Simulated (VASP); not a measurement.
A run of VASP 6.6.1 is set up as follows.

Contents of INCAR:

```
  PREC = Accurate
  ENCUT = 600
  EDIFF = 1E-6
  ISMEAR = 0
  SIGMA = 0.1
  LREAL = False
  LASPH = True
  NELM = 80
  ALGO = Normal
  ISIF = 3
  LWAVE = False
  LCHARG = False
  GGA = PE
  IBRION = 2
  NSW = 100
  EDIFFG = -0.01
```

File KPOINTS:

```
Automatic mesh
0
Gamma
  12 12 6
```

File POSCAR:

```
Zr3H
1.0
    3.2567752043      0.0000000000      0.0000000000
   -1.6283876021      2.8204500613      0.0000000000
    0.0000000000      0.0000000000      8.0409579400
Zr H
3 1
Direct
    0.0000000000      0.0000000000      0.9901969271
    0.3333333333      0.6666666667      0.3460390551
    0.6666666667      0.3333333333      0.6683542227
    0.0000000000      0.0000000000      0.2454097952
```

Potentials or basis: VASP PAW PBE potentials, release 64 (Zr_sv, H).

Launch:

```console
$ cat potpaw_PBE.64/Zr_sv/POTCAR potpaw_PBE.64/H/POTCAR > POTCAR
$ mpirun -np 1 vasp_std > vasp.out
```

Task: Estimate the relaxed volume.

Result: 18.44 Å³/atom.

Task: What does it give for the relaxed cell?

Result: a = 3.259 Å, b = 3.259 Å, c = 8.020 Å, α = 90.00°, β = 90.00°, γ = 120.00°.

Task: Estimate the band gap on the k mesh.

Result: Zero (an odd number of electrons rules out a gap without spin polarisation).

The path:
| step | energy change (eV) | largest force (eV/Å) | pressure (GPa) | volume (Å³) |
| --- | --- | --- | --- | --- |
| 1 | 0.0000 | 0.0649 | -0.14 | 73.86 |
| 2 | -0.0006 | 0.0356 | 0.07 | 73.69 |
| 3 | -0.0006 | 0.0319 | 0.09 | 73.67 |
| 4 | -0.0007 | 0.0152 | -0.03 | 73.76 |
| 5 | -0.0007 | 0.0114 | -0.04 | 73.79 |
| 6 | -0.0007 | 0.0053 | -0.07 | 73.83 |
| 7 | -0.0007 | 0.0094 | -0.10 | 73.80 |
| 8 | -0.0007 | 0.0097 | -0.09 | 73.79 |
| 9 | -0.0008 | 0.0042 | -0.04 | 73.76 |
